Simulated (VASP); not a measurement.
A run of VASP 6.6.1:

INCAR

```
SYSTEM = CdS
PREC     = Accurate       ! precision mode
ENCUT    = 600            ! plane-wave cutoff, eV
EDIFF    = 1E-7           ! SCF threshold, eV
ISMEAR   = -1             ! smearing method
SIGMA    = 0.1            ! smearing width, eV
LREAL    = .False.        ! projectors in reciprocal space
LASPH    = .True.         ! aspherical terms in the spheres
NELM     = 80             ! most SCF steps
ALGO     = Normal         ! electronic algorithm
ISIF     = 3              ! what is computed and relaxed
LWAVE    = .False.        ! write WAVECAR
LCHARG   = .False.        ! write CHGCAR
GGA      = PE             ! functional
IBRION   = 2              ! ionic algorithm
NSW      = 32             ! ionic steps
EDIFFG   = -0.005         ! ionic threshold
PSTRESS  = 0.098
```

Contents of KPOINTS:

```
regular mesh
0
Gamma
  11 11 11
  0 0 0
```

POSCAR

```
CdS
1.0
    0.0000000000      2.9630734292      2.9630734292
    2.9630734292      0.0000000000      2.9630734292
    2.9630734292      2.9630734292      0.0000000000
Cd S
1 1
Direct
    0.0000000000      0.0000000000      0.0000000000
    0.2500000000      0.2500000000      0.2500000000
```

Potentials or basis: VASP PAW PBE potentials, release 64 (Cd, S).

The run is started by

```sh
$ cat potpaw_PBE.64/Cd/POTCAR potpaw_PBE.64/S/POTCAR > POTCAR
$ mpirun -np 1 vasp_std > vasp.out
```

Hardware: 1 thread of AMD EPYC 7R43 64-Core Processor (Zen 3) (shared host).

Q: Estimate the wall time of this run.

A: Run time: 110 s on 1 thread of AMD EPYC 7R43 64-Core Processor (Zen 3), with other jobs on the host, peak memory 0.2 GiB. Counts: scf iterations 28, k points 56, ion steps 3.
